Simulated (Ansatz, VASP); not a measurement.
## One calculation of Zr, two programs

```
Zr
1.0
     3.28022    0.00000    0.00000
    -1.64011    2.84075    0.00000
     0.00000    0.00000   10.52883
Zr
4
Direct
  0.00000 0.00000 0.00000
  0.00000 0.00000 0.50000
  0.33333 0.66667 0.25000
  0.66667 0.33333 0.75000
```

Alike in both runs: task single point; functional r2SCAN; k mesh 13 × 13 × 4; occupations fermi-dirac, width 0.1 eV; no spin polarisation.

|  | VASP | Ansatz |
| --- | --- | --- |
| version | VASP 6.6.1 | Ansatz 0.2.0 |
| potentials or method | VASP PAW PBE potentials, release 64 (Zr_sv), cutoff 520 eV | plane waves (500 eV) with PAW, scalar-relativistic |
| valence electrons in the cell | 48 | 48 |

```csv
,VASP,Ansatz,Ansatz less VASP
pressure (GPa),-3.3,-3.3,0.00
"traceless stress, the component that is largest in VASP (GPa)",-0.17,-0.16,+0.007
```

VASP's potentials were made for PBE, not for r2SCAN. With one functional, cell and mesh, what is left measures potentials, basis and numerics.
